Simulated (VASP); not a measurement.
# MgO (Fm-3m) in VASP: further runs

Runs on MgO. Level: PBE. Tasks: single point.

All numbers are computed with VASP 6.6.1; they aren't measurements. Logs are shortened: lines on timing, memory, paths and dates and some standing lists are left out, and cuts for length are marked.

## 1. The cell of the first run

The structure is cubic, space group Fm-3m (No. 225). The conventional cell has a = 4.253 Å, b = 4.253 Å, c = 4.253 Å, α = 90.00°, β = 90.00°, γ = 90.00°. Within 2.8 Å of Mg (site symmetry m-3m) lie 6 O at 2.13 Å. Within 2.8 Å of O (site symmetry m-3m) lie 6 Mg at 2.13 Å.

The cell was built from a structure type or drawn by symmetry, and may not be a known phase.

## 2. Single point, PBE

File INCAR:

```
SYSTEM = MgO
  PREC = Accurate
  ENCUT = 520
  EDIFF = 1E-7
  ISMEAR = 0
  SIGMA = 0.02
  LREAL = .False.
  LASPH = .True.
  NELM = 60
  ALGO = Normal
  ISIF = 2
  LWAVE = .False.
  LCHARG = .False.
  GGA = PE
  NBANDS = 11
```

File KPOINTS:

```
regular mesh
0
Gamma
  10 10 10
  0 0 0
```

File POSCAR:

```
MgO
1.0
    0.0000000000      2.1267339561      2.1267339561
    2.1267339561      0.0000000000      2.1267339561
    2.1267339561      2.1267339561      0.0000000000
Mg O
1 1
Direct
    0.5000000000      0.5000000000      0.5000000000
    0.0000000000      0.0000000000      0.0000000000
```

Potentials or basis: VASP PAW PBE potentials, release 64 (Mg, O).

Run with:

```sh
$ cat potpaw_PBE.64/Mg/POTCAR potpaw_PBE.64/O/POTCAR > POTCAR
$ mpirun -np 1 vasp_std > vasp.out
```

OUTCAR:

```text
SYSTEM = MgO
   PREC = Accurate
   ENCUT = 520
   EDIFF = 1E-7
   ISMEAR = 0
   LREAL = .False.
   LASPH = .True.
   NELM = 60
   ISIF = 2
   GGA = PE

 ion  position               nearest neighbor table
   1  0.500  0.500  0.500-   2 2.13   2 2.13   2 2.13   2 2.13   2 2.13   2 2.13
   2  0.000  0.000  0.000-   1 2.13   1 2.13   1 2.13   1 2.13   1 2.13   1 2.13

  LATTYP: Found a face centered cubic cell.
 ALAT       =     4.2534679122

  Lattice vectors:

 A1 = (   0.0000000000,   2.1267339561,   2.1267339561)
 A2 = (   2.1267339561,   0.0000000000,   2.1267339561)
 A3 = (   2.1267339561,   2.1267339561,   0.0000000000)

Analysis of symmetry for initial positions (statically):
=====================================================================
 Subroutine PRICEL returns:
 Original cell was already a primitive cell.

 Routine SETGRP: Setting up the symmetry group for a
 face centered cubic supercell.

 Subroutine GETGRP returns: Found 48 space group operations
 (whereof 48 operations were pure point group operations)
 out of a pool of 48 trial point group operations.

The static configuration has the point symmetry O_h .

Analysis of symmetry for dynamics (positions and initial velocities):
=====================================================================
 Subroutine PRICEL returns:
 Original cell was already a primitive cell.

 Routine SETGRP: Setting up the symmetry group for a
 face centered cubic supercell.

 Subroutine GETGRP returns: Found 48 space group operations
 (whereof 48 operations were pure point group operations)
 out of a pool of 48 trial point group operations.

The dynamic configuration has the point symmetry O_h .

 Subroutine INISYM returns: Found 48 space group operations
 (whereof 48 operations are pure point group operations),
 and found     1 'primitive' translations

----------------------------------------------------------------------------------------

                                     Primitive cell

  volume of cell :      19.2384

  direct lattice vectors                    reciprocal lattice vectors
     0.000000000  2.126733956  2.126733956    -0.235102279  0.235102279  0.235102279
     2.126733956  0.000000000  2.126733956     0.235102279 -0.235102279  0.235102279
     2.126733956  2.126733956  0.000000000     0.235102279  0.235102279 -0.235102279

  length of vectors
     3.007656004  3.007656004  3.007656004     0.407209092  0.407209092  0.407209092

  position of ions in fractional coordinates (direct lattice)
     0.500000000  0.500000000  0.500000000
     0.000000000  0.000000000  0.000000000

[... 81 lines left out ...]
   NFREE  =      0    steps in history (QN), initial steepest desc. (CG)
   ISIF   =      2    stress and relaxation
   ISYM   =      2    0-nonsym 1-usesym 2-fastsym
   POTIM  = 0.5000    time-step for ionic-motion
   TEBEG  =    0.0;   TEEND  =   0.0 temperature during run
   PSTRESS=    0.0 pullay stress
   NELECT =       8.0000    total number of electrons
   NUPDOWN=      -1.0000    fix difference up-down
   EMIN   =  10.00;   EMAX   =-10.00  energy-range for DOS
   EFERMI =   0.00;   METHOD = LEGACY
   ISMEAR =     0;   SIGMA  =   0.02  broadening in eV -4-tet -1-fermi 0-gaus
   EFERMI_NEDOS =   21; number of points for ismear=-14 and -15
   IALGO  =     38    algorithm
   IMIX   =      4    mixing-type and parameters
     AMIX     =   0.40;   BMIX     =  1.00
     AMIX_MAG =   1.60;   BMIX_MAG =  1.00
  volume/ion in A,a.u.               =       9.62        64.91
  Fermi-wavevector in a.u.,A,eV,Ry     =   1.221936  2.309124 20.315222  1.493127
  Thomas-Fermi vector in A             =   2.357100
   LORBIT       =      0    0 simple, 1 ext, 2 COOP (PROOUT), +10 PAW based schemes
   GGA     = PE    functional components
   LHFCALC =     F    Hartree Fock is set to
   AEXX    =    0.0000 exact exchange contribution
   IVDW    =     0    specifies the selected vdW correction
   LEPSILON=     F    determine dielectric tensor
   LRPA    =     F    only Hartree local field effects (RPA)
 non-spin polarized calculation
 Gauss-broadening in eV      SIGMA  =   0.02
  energy-cutoff  :      520.00
  volume of cell :       19.24
 maximum number of plane-waves:       534
 NGX is ok and might be reduce to    24

 number of electron       8.0000004 magnetization

 Free energy of the ion-electron system (eV)
  ---------------------------------------------------
  ext. energy  EPLUGINS =         0.00000000
  ---------------------------------------------------
  free energy    TOTEN  =       -11.91170144 eV

  energy without entropy =      -11.91170144  energy(sigma->0) =      -11.91170144

 E-fermi :   3.1682     XC(G=0): -10.9405

 val. band max:        2.9700500745   @ k =   0.0000   0.0000   0.0000
 cond. band min:       7.4162358100   @ k =   0.0000   0.0000   0.0000
 fundamental gap:      4.4461857355
 Fermi energy:         3.1682411381

 k-point     1 :       0.0000    0.0000    0.0000
  band No.  band energies     occupation
      1     -14.1455      2.00000
      2       2.9700      2.00000
      3       2.9701      2.00000
      4       2.9701      2.00000
      5       7.4162      0.00000
      6      18.6033      0.00000
      7      18.6033      0.00000
      8      18.6033      0.00000
      9      22.4435      0.00000
     10      24.1839      0.00000
     11      24.1839      0.00000
[... 309 lines left out ...]
 k-point    24 :       0.4000    0.3000    0.0000
  band No.  band energies     occupation
      1     -12.9735      2.00000
      2      -0.5103      2.00000
      3       1.7092      2.00000
      4       1.9205      2.00000
      5      12.2557      0.00000
      6      13.0546      0.00000
      7      16.2617      0.00000
      8      20.7648      0.00000
      9      20.9664      0.00000
     10      27.4972      0.00000
     11      29.3635      0.00000

 [... further k-points ...]
[... 5 lines left out ...]
  --------------------------------------------------------------------------------------
  -------------------------------------------------------------------------------------
  Total       -0.0837036     -0.0837036     -0.0837036      0.0000000     -0.0000000     -0.0000000
  in kB       -6.9708455     -6.9708455     -6.9708455      0.0000000     -0.0000000     -0.0000000
  external PRESSURE =      -6.9708455 kB  Pullay stress =       0.0000000 kB

 VOLUME and BASIS-vectors are now :
 -----------------------------------------------------------------------------
  energy-cutoff  :      520.00
  volume of cell :       19.24
      direct lattice vectors                 reciprocal lattice vectors
     0.000000000  2.126733956  2.126733956    -0.235102279  0.235102279  0.235102279
     2.126733956  0.000000000  2.126733956     0.235102279 -0.235102279  0.235102279
     2.126733956  2.126733956  0.000000000     0.235102279  0.235102279 -0.235102279

 POSITION                                       TOTAL-FORCE (eV/Angst)
 -----------------------------------------------------------------------------------
      2.12673      2.12673      2.12673         0.000000     -0.000000      0.000000
      0.00000      0.00000      0.00000        -0.000000      0.000000     -0.000000
 -----------------------------------------------------------------------------------
    total drift:                                0.000000     -0.000000     -0.000000

  FREE ENERGIE OF THE ION-ELECTRON SYSTEM (eV)
  ---------------------------------------------------
  free  energy   TOTEN  =       -11.9117014399 eV

  energy  without entropy=      -11.9117014399  energy(sigma->0) =      -11.91170144
```

Run time: 15 s. Hardware: 1 thread of Intel Xeon Platinum 8259CL at 2.50GHz (Skylake/Cascade Lake), shared host; peak memory 0.14 GiB.

What came out:

```
Free energy            : -11.9117 eV
Pressure               : -0.7 GPa
Band gap on the k mesh : 4.45 eV
```

## 3. Single point, PBE

File INCAR:

```
  PREC = Accurate
  ENCUT = 520
  EDIFF = 1E-7
  ISMEAR = 0
  SIGMA = 0.02
  LREAL = False
  LASPH = True
  NELM = 80
  ALGO = Normal
  ISIF = 2
  LWAVE = False
  LCHARG = False
  GGA = PE
  NBANDS = 11
```

File KPOINTS:

```
Automatic mesh
0
Gamma
  10 10 10
```

POSCAR is that of step 2.

Potentials or basis: VASP PAW PBE potentials, release 64 (Mg, O).

Run with:

```sh
$ cat potpaw_PBE.64/Mg/POTCAR potpaw_PBE.64/O/POTCAR > POTCAR
$ mpirun -np 1 vasp_std > vasp.out
```

It took 16 s on 1 thread of Intel Xeon Platinum 8259CL at 2.50GHz (Skylake/Cascade Lake), shared host; peak memory 0.14 GiB.

The run converged. Its results:

```yaml
Free_energy: -11.9117 eV
Pressure: -0.7 GPa
Band_gap_on_the_k_mesh: 4.45 eV
```

Levels at points of the mesh, in eV from the valence-band top:
| k point | band 2 | band 3 | band 4 | band 5 | band 6 | band 7 |
| --- | --- | --- | --- | --- | --- | --- |
| (0.00, 0.00, 0.00) | 0.00 | 0.00 | 0.00 | 4.45 | 15.63 | 15.63 |
| (0.50, 0.00, 0.00) | -4.49 | -0.62 | -0.62 | 7.71 | 12.27 | 16.01 |
| (0.50, 0.50, 0.00) | -3.96 | -1.31 | -1.31 | 9.08 | 9.65 | 12.79 |

## 4. Single point, PBE

This run uses another cell than the first one: it holds 4 atoms, not 2.

File INCAR:

```
SYSTEM = MgO
ALGO = Normal
EDIFF = 1E-7
ENCUT = 520
GGA = PE
ISIF = 2
ISMEAR = 0
LASPH = .True.
LCHARG = .False.
LREAL = .False.
LWAVE = .False.
NBANDS = 16
NELM = 60
PREC = Accurate
SIGMA = 0.1
```

File KPOINTS:

```
k-points
0
Gamma
  6 6 6
  0 0 0
```

File POSCAR:

```
MgO
1.0
   -2.1267339561      0.0000000000     -2.1267339561
   -2.1267339561     -2.1267339561      0.0000000000
   -4.2534679123      2.1267339561      2.1267339561
Mg O
2 2
Direct
    0.2500000000      0.2500000000      0.2500000000
    0.7500000000      0.7500000000      0.7500000000
    1.0000000000      1.0000000000      0.0000000000
    0.5000000000      0.5000000000      0.5000000000
```

Potentials or basis: VASP PAW PBE potentials, release 64 (Mg, O).

Run with:

```sh
$ cat potpaw_PBE.64/Mg/POTCAR potpaw_PBE.64/O/POTCAR > POTCAR
$ mpirun -np 1 vasp_std > vasp.out
```

OUTCAR:

```text
SYSTEM = MgO
   EDIFF = 1E-7
   ENCUT = 520
   GGA = PE
   ISIF = 2
   ISMEAR = 0
   LASPH = .True.
   LREAL = .False.
   NELM = 60
   PREC = Accurate

 ion  position               nearest neighbor table
   1  0.250  0.250  0.250-   3 2.13   3 2.13   4 2.13   4 2.13   3 2.13   4 2.13   2 3.01   2 3.01
                             2 3.01   2 3.01   2 3.01   2 3.01
   2  0.750  0.750  0.750-   4 2.13   4 2.13   3 2.13   3 2.13   3 2.13   4 2.13   1 3.01   1 3.01
                             1 3.01   1 3.01   1 3.01   1 3.01
   3  0.000  0.000  0.000-   2 2.13   2 2.13   1 2.13   1 2.13   1 2.13   2 2.13
   4  0.500  0.500  0.500-   1 2.13   1 2.13   2 2.13   2 2.13   1 2.13   2 2.13

  LATTYP: Found a trigonal (rhomboedric) cell.
 ALAT       =     5.2094130111
 COS(alpha) =     0.8333333333

  Lattice vectors:

 A1 = (  -2.1267339562,   2.1267339561,   4.2534679122)
 A2 = (  -2.1267339562,   4.2534679122,   2.1267339561)
 A3 = (  -4.2534679123,   2.1267339561,   2.1267339561)

Analysis of symmetry for initial positions (statically):
=====================================================================
 Subroutine PRICEL returns following result:

  LATTYP: Found a face centered cubic cell.
[... 188 lines left out ...]
  energy without entropy =      -23.82299500  energy(sigma->0) =      -23.82299500

 E-fermi :   3.4196     XC(G=0): -10.9404

 val. band max:        2.9704527491   @ k =   0.0000   0.0000   0.0000
 cond. band min:       7.4164164619   @ k =   0.0000   0.0000   0.0000
 fundamental gap:      4.4459637127
 Fermi energy:         3.4196083403

 k-point     1 :       0.0000    0.0000    0.0000
  band No.  band energies     occupation
      1     -14.1452      2.00000
      2     -12.9333      2.00000
      3      -1.5190      2.00000
      4       2.3494      2.00000
      5       2.3494      2.00000
      6       2.9704      2.00000
[... 433 lines left out ...]
      3      -0.8147      2.00000
      4      -0.6372      2.00000
      5       1.6726      2.00000
      6       1.8463      2.00000
[... 8 lines left out ...]
     15      19.4010      0.00000
     16      20.9742      0.00000

 [... further k-points ...]
[... 5 lines left out ...]
  --------------------------------------------------------------------------------------
  -------------------------------------------------------------------------------------
  Total       -0.1675894     -0.1675894     -0.1675894      0.0009467     -0.0009467      0.0009467
  in kB       -6.9784291     -6.9784291     -6.9784291      0.0394193     -0.0394193      0.0394193
  external PRESSURE =      -6.9784291 kB  Pullay stress =       0.0000000 kB

 VOLUME and BASIS-vectors are now :
 -----------------------------------------------------------------------------
  energy-cutoff  :      520.00
  volume of cell :       38.48
      direct lattice vectors                 reciprocal lattice vectors
    -2.126733956  0.000000000 -2.126733956    -0.117551140  0.117551140 -0.352653419
    -2.126733956 -2.126733956  0.000000000    -0.117551140 -0.352653419  0.117551140
    -4.253467912  2.126733956  2.126733956    -0.117551140  0.117551140  0.117551140

 POSITION                                       TOTAL-FORCE (eV/Angst)
 -----------------------------------------------------------------------------------
     -2.12673      0.00000      0.00000        -0.000000      0.000000      0.000000
     -6.38020      0.00000      0.00000         0.000000     -0.000000     -0.000000
      0.00000      0.00000      0.00000         0.000000      0.000000     -0.000000
     -4.25347      0.00000      0.00000        -0.000000     -0.000000      0.000000
 -----------------------------------------------------------------------------------
    total drift:                                0.000000     -0.000000     -0.000000

  FREE ENERGIE OF THE ION-ELECTRON SYSTEM (eV)
  ---------------------------------------------------
  free  energy   TOTEN  =       -23.8229949958 eV

  energy  without entropy=      -23.8229949958  energy(sigma->0) =      -23.82299500
```

OSZICAR:

```text
N       E                     dE             d eps       ncg     rms          rms(c)
DAV:   1     0.458804677131E+02    0.45880E+02   -0.72895E+03  1024   0.900E+02
DAV:   2    -0.243401400036E+02   -0.70221E+02   -0.65003E+02  1408   0.183E+02
DAV:   3    -0.269295721428E+02   -0.25894E+01   -0.25832E+01  1200   0.349E+01
DAV:   4    -0.269367255673E+02   -0.71534E-02   -0.71532E-02  1304   0.222E+00
DAV:   5    -0.269367541275E+02   -0.28560E-04   -0.28560E-04  1184   0.141E-01    0.102E+01
DAV:   6    -0.238570968208E+02    0.30797E+01   -0.80275E+00  1032   0.224E+01    0.316E+00
DAV:   7    -0.238357212689E+02    0.21376E-01   -0.13949E-01  1040   0.303E+00    0.196E+00
DAV:   8    -0.238248533984E+02    0.10868E-01   -0.67068E-02  1048   0.287E+00    0.452E-01
DAV:   9    -0.238232584369E+02    0.15950E-02   -0.10577E-03  1320   0.320E-01    0.239E-01
DAV:  10    -0.238230075025E+02    0.25093E-03   -0.21065E-03  1072   0.364E-01    0.425E-02
DAV:  11    -0.238229953901E+02    0.12112E-04   -0.38571E-05  1088   0.592E-02    0.120E-02
DAV:  12    -0.238229950833E+02    0.30680E-06   -0.41356E-06  1216   0.185E-02    0.259E-03
DAV:  13    -0.238229949958E+02    0.87538E-07   -0.36142E-07  1264   0.506E-03
   1 F= -.23822995E+02 E0= -.23822995E+02  d E =-.138034E-11
```

stdout:

```text
POSCAR found type information on POSCAR MgO
 POSCAR found :  2 types and       4 ions
 scaLAPACK will be used
 LDA part: xc-table for (Slater+PW92), standard interpolation
 POSCAR, INCAR and KPOINTS ok, starting setup
 FFT: planning ... GRIDC
 FFT: planning ... GRID_SOFT
 FFT: planning ... GRID
 WAVECAR not read
 entering main loop
```

Run time: 40 s. Hardware: 1 thread of Intel Xeon Platinum 8259CL at 2.50GHz (Skylake/Cascade Lake), shared host; peak memory 0.16 GiB.

Results:

```
Free energy            : -23.8230 eV
Pressure               : -0.7 GPa
Band gap on the k mesh : 4.45 eV
```

Levels at points of the mesh, in eV from the valence-band top:
| k point | band 5 | band 6 | band 7 | band 8 | band 9 | band 10 | band 11 | band 12 |
| --- | --- | --- | --- | --- | --- | --- | --- | --- |
| (0.00, 0.00, 0.00) | -0.62 | 0.00 | 0.00 | 0.00 | 4.45 | 7.71 | 12.27 | 15.63 |
| (0.50, 0.00, 0.00) | -1.85 | -1.85 | -0.98 | -0.98 | 9.49 | 9.49 | 11.32 | 11.32 |
| (0.50, 0.50, 0.00) | -1.31 | -1.31 | -0.62 | -0.62 | 7.71 | 9.08 | 9.65 | 12.27 |
| (0.00, 0.00, 0.50) | -0.32 | -0.32 | -0.32 | -0.32 | 6.82 | 6.82 | 12.39 | 12.39 |
